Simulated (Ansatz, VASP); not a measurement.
# One calculation of GeW, two programs

```
CELL_PARAMETERS angstrom
0.00000 2.57761 2.57761
2.57761 0.00000 2.57761
2.57761 2.57761 0.00000
ATOMIC_POSITIONS crystal
Ge 0.50000 0.50000 0.50000
W 0.00000 0.00000 0.00000
```

Alike in both runs: task single point; functional PBE-based global hybrid; k mesh 5 × 5 × 5; occupations fermi-dirac, width 0.05 eV; no spin polarisation.

|  | VASP | Ansatz |
| --- | --- | --- |
| version | VASP 6.6.1 | Ansatz 0.2.0 |
| potentials or method | VASP PAW PBE potentials, release 64 (Ge_d, W_sv) | Ansatz PAW |
| plane-wave cutoff (eV) | 520 | 420 |
| valence electrons in the cell | 28 | 28 |

VASP gave:

* gap on the k mesh at the Fermi level (eV): none
* pressure (GPa): -2.0

**Question.** What did Ansatz give for the same quantities?

**Answer.** gap on the k mesh at the Fermi level (eV): none; pressure (GPa): -2.2.

VASP's potentials were made for PBE, not for PBE-based global hybrid. A gap of «none» marks a metal or a gap that the smearing closes. The functional is the same, so the differences come from potentials, cutoffs and numerics.

The k mesh is coarse, so the values compare programs but aren't converged. Spin-orbit coupling is off throughout.
